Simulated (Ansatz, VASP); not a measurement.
## WSe2 in VASP and in Ansatz

POSCAR

```
WSe2
1.0
    3.1683912536     -0.0736141138      0.1843277587
   -1.6479473194      2.7801034895     -0.0909871200
    0.9254417754      0.0068220577     15.9104968356
W Se
1 2
Direct
   -0.0043251593      0.0132692761     -0.0010626711
    0.3814904526      0.6862459040      0.1015360390
    0.2895013733      0.6338181532      0.8995266321
```

INCAR.step1

```
ALGO     = Normal         # electronic algorithm
EDIFF    = 1E-4           # SCF threshold, eV
ENCUT    = 520            # plane-wave cutoff, eV
GGA      = PE             # functional
ISMEAR   = 0              # smearing method
LASPH    = T              # aspherical terms in the spheres
LCHARG   = F              # write CHGCAR
LREAL    = F              # projectors in reciprocal space
LWAVE    = T              # write WAVECAR
NBANDS   = 20             # bands
NELM     = 60             # most SCF steps
PREC     = Accurate       # precision mode
SIGMA    = 0.05           # smearing width, eV
```

File INCAR.step2:

```
ALGO     = Normal         # electronic algorithm
EDIFF    = 1E-7           # SCF threshold, eV
ENCUT    = 520            # plane-wave cutoff, eV
ISIF     = 2              # what is computed and relaxed
ISMEAR   = 0              # smearing method
ISTART   = 1            
LASPH    = T              # aspherical terms in the spheres
LCHARG   = F              # write CHGCAR
LMIXTAU  = T            
LREAL    = F              # projectors in reciprocal space
LWAVE    = F              # write WAVECAR
METAGGA  = R2SCAN         # meta-GGA
NBANDS   = 20             # bands
NELM     = 60             # most SCF steps
PREC     = Accurate       # precision mode
SIGMA    = 0.05           # smearing width, eV
```

Contents of KPOINTS:

```
k-points
0
Gamma
  12 12 2
```

Input for Ansatz:

```yaml
crystal:
  lattice:
    - [3.1683912536, -0.0736141138, 0.1843277587]
    - [-1.6479473194, 2.7801034895, -0.09098712]
    - [0.9254417754, 0.0068220577, 15.9104968356]
  atoms:
    - { symbol: W, position: [-0.0043251593, 0.0132692761, -0.0010626711] }
    - { symbol: Se, position: [0.3814904526, 0.686245904, 0.101536039] }
    - { symbol: Se, position: [0.2895013733, 0.6338181532, 0.8995266321] }
basis:
  ecutwfc: 500
kpoints:
  mp_grid: { grid: [12, 12, 2] }
hamiltonian:
  xc: r2scan
scf:
  occupations: { method: gaussian, width: 0.05 }
output:
  forces: true
  stress: true
  eigenvalues: true
```

Change from the starting cell: all atoms moved at random (sigma 0.1 Å a component), cell strained at random (sigma 0.05).

Alike in both runs: task single point; functional r2SCAN; k mesh 12 × 12 × 2; occupations gaussian, width 0.05 eV; no spin polarisation.

|  | VASP | Ansatz |
| --- | --- | --- |
| version | VASP 6.6.1 | Ansatz 0.2.0 |
| potentials or method | VASP PAW PBE potentials, release 64 (W_sv, Se), cutoff 520 eV | scalar-relativistic, plane waves, PAW |
| valence electrons in the cell | 26 | 46 |

|  | VASP | Ansatz | Ansatz less VASP |
| --- | --- | --- | --- |
| gap on the k mesh at the Fermi level (eV) | 1.67 | 1.68 | +0.004 |
| least direct gap on the mesh (eV) | 1.81 | 1.82 | +0.007 |
| rms of the force components (eV/Å) | 2.776 | 2.742 | -0.0341 |

VASP's potentials were made for PBE, not for r2SCAN. Atom by atom the forces differ by 0.042 eV/Å (rms over components). With one functional, cell and mesh, what is left measures potentials, basis and numerics. VASP's potentials hold 26 valence electrons a cell and Ansatz's 46, so a difference there can come from the potentials and not from the codes.

Neither program's run includes spin-orbit coupling.
